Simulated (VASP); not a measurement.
A run of VASP 6.6.1 is set up as follows.

INCAR

```
ALGO = Normal
EDIFF = 1E-6
ENCUT = 520
GGA = RE
ISIF = 2
ISMEAR = -1
LASPH = True
LCHARG = False
LREAL = False
LWAVE = False
NBANDS = 11
NELM = 80
PREC = Accurate
SIGMA = 0.05
```

The input KPOINTS:

```
k-points
0
Gamma
  13 13 13
```

File POSCAR:

```
C
1.0
    0.0000000000      1.8158035534      1.8158035534
    1.8158035534      0.0000000000      1.8158035534
    1.8158035534      1.8158035534      0.0000000000
C
2
Direct
    0.5000000000      0.5000000000      0.5000000000
    0.7500000000      0.7500000000      0.7500000000
```

Potentials or basis: VASP PAW PBE potentials, release 64 (C).

Run with:

```bash
$ cat potpaw_PBE.64/C/POTCAR > POTCAR
$ mpirun -np 1 vasp_std > vasp.out
```

Problem. What does it give for the band gap on the k mesh?

Solution. 4.02 eV, indirect (least direct gap 5.44 eV).

Problem. What does it give for the pressure?

Solution. -15.0 GPa.

Caveat: the PAW data sets were made with another functional, which shifts forces and pressure a little. A k mesh can miss the band edges.
